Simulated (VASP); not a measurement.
# Cu (Fm-3m) in VASP: relaxation of cell and atoms with LDA

Aim: the relaxation of cell and atoms of Cu with LDA.

All numbers are computed with VASP 6.6.1; they aren't measurements. Logs are shortened: lines on timing, memory, paths and dates and some standing lists are left out, and cuts for length are marked.

**1. The cell of the first run**

Symmetry: Fm-3m, No. 225, cubic system. Conventional cell: a = 3.615 Å, b = 3.615 Å, c = 3.615 Å, α = 90.00°, β = 90.00°, γ = 90.00°. Within 3.4 Å of Cu (site symmetry m-3m) lie 12 Cu at 2.56 Å.

**2. Relaxation of cell and atoms, LDA**

File INCAR:

```
PREC     = Accurate       # precision mode
ENCUT    = 820            # plane-wave cutoff, eV
EDIFF    = 1E-7           # SCF threshold, eV
ISMEAR   = -1             # smearing method
SIGMA    = 0.1            # smearing width, eV
LREAL    = False          # projectors in reciprocal space
LASPH    = True           # aspherical terms in the spheres
NELM     = 120            # most SCF steps
ALGO     = Normal         # electronic algorithm
ISIF     = 3              # what is computed and relaxed
LWAVE    = False          # write WAVECAR
LCHARG   = False          # write CHGCAR
IBRION   = 2              # ionic algorithm
NSW      = 80             # ionic steps
EDIFFG   = -0.03          # ionic threshold
GGA_COMPAT= False        
NELMIN   = 4
```

File KPOINTS:

```
Automatic mesh
0
Gamma
  10 10 10
```

File POSCAR:

```
Cu
1.0
    0.0000000000      1.8075000000      1.8075000000
    1.8075000000      0.0000000000      1.8075000000
    1.8075000000      1.8075000000      0.0000000000
Cu
1
Direct
    0.0000000000      0.0000000000      0.0000000000
```

Potentials or basis: VASP PAW LDA potentials, release 64 (Cu_sv_GW).

Run with:

```bash
$ cat potpaw_LDA.64/Cu_sv_GW/POTCAR > POTCAR
$ mpirun -np 1 vasp_std > vasp.out
```

OUTCAR:

```text
PREC = Accurate
   ENCUT = 820
   EDIFF = 1E-7
   ISMEAR = -1
   LREAL = False
   LASPH = True
   NELM = 120
   ISIF = 3
   IBRION = 2
   NSW = 80
   EDIFFG = -0.03
   NELMIN = 4

 ion  position               nearest neighbor table
   1  0.000  0.000  0.000-

  LATTYP: Found a face centered cubic cell.
 ALAT       =     3.6150000000

  Lattice vectors:

 A1 = (   0.0000000000,   1.8075000000,   1.8075000000)
 A2 = (   1.8075000000,   0.0000000000,   1.8075000000)
 A3 = (   1.8075000000,   1.8075000000,   0.0000000000)

Analysis of symmetry for initial positions (statically):
=====================================================================
 Subroutine PRICEL returns:
 Original cell was already a primitive cell.

 Routine SETGRP: Setting up the symmetry group for a
 face centered cubic supercell.

 Subroutine GETGRP returns: Found 48 space group operations
 (whereof 48 operations were pure point group operations)
 out of a pool of 48 trial point group operations.

The static configuration has the point symmetry O_h .

Analysis of symmetry for dynamics (positions and initial velocities):
=====================================================================
 Subroutine PRICEL returns:
 Original cell was already a primitive cell.

 Routine SETGRP: Setting up the symmetry group for a
 face centered cubic supercell.

 Subroutine GETGRP returns: Found 48 space group operations
 (whereof 48 operations were pure point group operations)
 out of a pool of 48 trial point group operations.

The dynamic configuration has the point symmetry O_h .

 Subroutine INISYM returns: Found 48 space group operations
 (whereof 48 operations are pure point group operations),
 and found     1 'primitive' translations

----------------------------------------------------------------------------------------

                                     Primitive cell

  volume of cell :      11.8104

  direct lattice vectors                    reciprocal lattice vectors
     0.000000000  1.807500000  1.807500000    -0.276625173  0.276625173  0.276625173
     1.807500000  0.000000000  1.807500000     0.276625173 -0.276625173  0.276625173
     1.807500000  1.807500000  0.000000000     0.276625173  0.276625173 -0.276625173

  length of vectors
     2.556191014  2.556191014  2.556191014     0.479128854  0.479128854  0.479128854

  position of ions in fractional coordinates (direct lattice)
     0.000000000  0.000000000  0.000000000

  ion indices of the primitive-cell ions
   primitive index   ion index
                 1           1

----------------------------------------------------------------------------------------

 KPOINTS: Automatic mesh

Automatic generation of k-mesh.
 Grid dimensions read from file:
 generate k-points for:   10   10   10

 Generating k-lattice:

  Cartesian coordinates                     Fractional coordinates (reciprocal lattice)
    -0.027662517  0.027662517  0.027662517     0.100000000  0.000000000  0.000000000
     0.027662517 -0.027662517  0.027662517     0.000000000  0.100000000  0.000000000
     0.027662517  0.027662517 -0.027662517     0.000000000  0.000000000  0.100000000

  Length of vectors
     0.047912885  0.047912885  0.047912885

  Shift w.r.t. Gamma in fractional coordinates (k-lattice)
     0.000000000  0.000000000  0.000000000

 Subroutine IBZKPT returns following result:
 ===========================================

 Found     47 irreducible k-points:

 Following reciprocal coordinates:
            Coordinates               Weight
  0.000000  0.000000  0.000000      1.000000
  0.100000  0.000000  0.000000      8.000000
  0.200000  0.000000  0.000000      8.000000
  0.300000  0.000000  0.000000      8.000000
  0.400000  0.000000  0.000000      8.000000
  0.500000  0.000000  0.000000      4.000000
[... 16 lines left out ...]
  0.300000  0.300000  0.000000      6.000000
  0.400000  0.300000  0.000000     24.000000
 [... further k-points ...]
   k-points           NKPTS =     47   k-points in BZ     NKDIM =     47   number of bands    NBANDS=     13
   number of dos      NEDOS =    301   number of ions     NIONS =      1
   total plane-waves  NPLWV =  13824
   dimension x,y,z NGX =    24 NGY =   24 NGZ =   24
   dimension x,y,z NGXF=    48 NGYF=   48 NGZF=   48
   ions per type =               1
   NGX,Y,Z   is equivalent  to a cutoff of  15.61, 15.61, 15.61 a.u.
   NGXF,Y,Z  is equivalent  to a cutoff of  31.22, 31.22, 31.22 a.u.
 SYSTEM =  unknown system
   PREC   = accura    normal or accurate (medium, high low for compatibility)
   ISTART =      0    job   : 0-new  1-cont  2-samecut
   ICHARG =      2    charge: 1-file 2-atom 10-const
   ISPIN  =      1    spin polarized calculation?
   LNONCOLLINEAR =      F non collinear calculations
   LSORBIT =      F    spin-orbit coupling
   LASPH  =      T    aspherical Exc in radial PAW
   ENCUT  =  820.0 eV  60.27 Ry    7.76 a.u.   5.97  5.97  5.97*2*pi/ulx,y,z
   NELM   =    120;   NELMIN=  4; NELMDL= -5     # of ELM steps
   EDIFF  = 0.1E-06   stopping-criterion for ELM
   LREAL  =      F    real-space projection
   EDIFFG = -.3E-01   stopping-criterion for IOM
   NSW    =     80    number of steps for IOM
   IBRION =      2    ionic relax: 0-MD 1-quasi-New 2-CG
   NFREE  =      1    steps in history (QN), initial steepest desc. (CG)
   ISIF   =      3    stress and relaxation
   ISYM   =      2    0-nonsym 1-usesym 2-fastsym
   POTIM  = 0.5000    time-step for ionic-motion
   TEBEG  =    0.0;   TEEND  =   0.0 temperature during run
   PSTRESS=    0.0 pullay stress
   NELECT =      19.0000    total number of electrons
   NUPDOWN=      -1.0000    fix difference up-down
   EMIN   =  10.00;   EMAX   =-10.00  energy-range for DOS
   EFERMI =   0.00;   METHOD = LEGACY
   ISMEAR =    -1;   SIGMA  =   0.10  broadening in eV -4-tet -1-fermi 0-gaus
   EFERMI_NEDOS =   21; number of points for ismear=-14 and -15
   IALGO  =     38    algorithm
   IMIX   =      4    mixing-type and parameters
     AMIX     =   0.40;   BMIX     =  1.00
     AMIX_MAG =   1.60;   BMIX_MAG =  1.00
  volume/ion in A,a.u.               =      11.81        79.70
  Fermi-wavevector in a.u.,A,eV,Ry     =   1.918246  3.624960 50.064940  3.679669
  Thomas-Fermi vector in A             =   2.953290
   LORBIT       =      0    0 simple, 1 ext, 2 COOP (PROOUT), +10 PAW based schemes
   GGA     = CA    functional components
   LHFCALC =     F    Hartree Fock is set to
   AEXX    =    0.0000 exact exchange contribution
   IVDW    =     0    specifies the selected vdW correction
   LEPSILON=     F    determine dielectric tensor
   LRPA    =     F    only Hartree local field effects (RPA)
 conjugate gradient relaxation of ions
 non-spin polarized calculation
  energy-cutoff  :      820.00
  volume of cell :       11.81
 maximum number of plane-waves:       640
   NGX = 11   NGY = 11   NGZ = 11

--------------------------------------- Ionic step        1  -------------------------------------------

 number of electron      19.0000008 magnetization

 Free energy of the ion-electron system (eV)
  ---------------------------------------------------
  ext. energy  EPLUGINS =         0.00000000
  ---------------------------------------------------
  free energy    TOTEN  =        -4.81906075 eV

  energy without entropy =       -4.80280656  energy(sigma->0) =       -4.81093366

------------------------ aborting loop because EDIFF is reached ----------------------------------------

  FORCE on cell =-STRESS in cart. coord.  units (eV):
  Direction    XX          YY          ZZ          XY          YZ          ZX
  --------------------------------------------------------------------------------------
  -------------------------------------------------------------------------------------
  Total       -0.9812982     -0.9812982     -0.9812982     -0.0000000      0.0000000     -0.0000000
  in kB     -133.1210292   -133.1210292   -133.1210292     -0.0000000      0.0000000     -0.0000000
  external PRESSURE =    -133.1210292 kB  Pullay stress =       0.0000000 kB
[... 55 lines left out ...]
  energy  without entropy=       -4.8166020311  energy(sigma->0) =       -4.82379204

--------------------------------------- Ionic step        3  -------------------------------------------

 number of electron      18.9999999 magnetization

 Free energy of the ion-electron system (eV)
  ---------------------------------------------------
  ext. energy  EPLUGINS =         0.00000000
  ---------------------------------------------------
  free energy    TOTEN  =        -4.86051216 eV

  energy without entropy =       -4.84516785  energy(sigma->0) =       -4.85284000

 E-fermi :   8.1678     XC(G=0): -14.3553

 val. band max:        8.0396149617   @ k =   0.5000   0.2000   0.1000
 cond. band min:       8.3652320669   @ k =   0.5000   0.3000   0.1000
 fundamental gap:      0.3256171052
 Fermi energy:         8.1677601499

 k-point     1 :       0.0000    0.0000    0.0000
  band No.  band energies     occupation
      1    -103.4922      2.00000
      2     -61.3655      2.00000
      3     -61.3655      2.00000
      4     -61.3655      2.00000
      5      -1.8115      2.00000
      6       4.9059      2.00000
      7       4.9059      2.00000
      8       4.9059      2.00000
      9       5.8674      2.00000
     10       5.8674      2.00000
     11      31.5659      0.00000
     12      34.6497      0.00000
     13      34.6497      0.00000
[... 353 lines left out ...]
 k-point    24 :       0.4000    0.3000    0.0000
  band No.  band energies     occupation
      1    -103.4690      2.00000
      2     -61.4819      2.00000
      3     -61.4147      2.00000
      4     -61.4102      2.00000
      5       2.7202      2.00000
      6       3.6806      2.00000
      7       5.4974      2.00000
      8       6.0173      2.00000
      9       6.4829      2.00000
     10       7.1038      1.99995
     11      20.9365      0.00000
     12      21.8904      0.00000
     13      23.8316      0.00000

 [... further k-points ...]

------------------------ aborting loop because EDIFF is reached ----------------------------------------

  FORCE on cell =-STRESS in cart. coord.  units (eV):
  Direction    XX          YY          ZZ          XY          YZ          ZX
  --------------------------------------------------------------------------------------
  -------------------------------------------------------------------------------------
  Total       -0.0063662     -0.0063662     -0.0063662      0.0000000     -0.0000000      0.0000000
  in kB       -0.9360689     -0.9360689     -0.9360689      0.0000000     -0.0000000      0.0000000
  external PRESSURE =      -0.9360689 kB  Pullay stress =       0.0000000 kB
[... 16 lines left out ...]
  FREE ENERGIE OF THE ION-ELECTRON SYSTEM (eV)
  ---------------------------------------------------
  free  energy   TOTEN  =        -4.8605121603 eV

  energy  without entropy=       -4.8451678478  energy(sigma->0) =       -4.85284000

 reached required accuracy - stopping structural energy minimisation
```

Run time: 32 s. Hardware: 1 thread of AMD EPYC 7R13 (Zen 3), shared host; peak memory 0.13 GiB.

Results:

* Free energy: -4.8605 eV
* Relaxed volume: 10.90 Å³/atom
* Relaxed cell: a = 2.488 Å, b = 2.488 Å, c = 2.488 Å, α = 60.00°, β = 60.00°, γ = 60.00°
* Space group after relaxing (to 0.1 Å): Fm-3m (No. 225)
* Energy gained by relaxing: 41.5 meV/atom
* Ionic steps: 3
* Pressure after relaxing: -0.1 GPa
* Band gap on the k mesh: zero (an odd number of electrons rules out a gap without spin polarisation)

Step by step:
| step | energy change (eV) | largest force (eV/Å) | pressure (GPa) | volume (Å³) |
| --- | --- | --- | --- | --- |
| 1 | 0.0000 | 0.0000 | -13.31 | 11.81 |
| 2 | -0.0119 | 0.0000 | 14.78 | 10.21 |
| 3 | -0.0415 | 0.0000 | -0.09 | 10.90 |

Final structure:
```
Cu
1.0
     0.00000    1.75961    1.75961
     1.75961    0.00000    1.75961
     1.75961    1.75961    0.00000
Cu
1
Direct
  0.00000 0.00000 0.00000
```

Levels at points of the mesh, in eV from the Fermi level:
| k point | band 8 | band 9 | band 10 | band 11 | band 12 | band 13 |
| --- | --- | --- | --- | --- | --- | --- |
| (0.00, 0.00, 0.00) | -3.26 | -2.30 | -2.30 | 23.40 | 26.48 | 26.48 |
| (0.50, 0.00, 0.00) | -1.65 | -1.65 | -1.21 | 4.20 | 21.86 | 23.23 |
| (0.50, 0.50, 0.00) | -1.49 | -1.49 | 1.44 | 7.74 | 13.66 | 13.66 |

The gap in the log of VASP goes by the Fermi energy; the results here count the filled bands.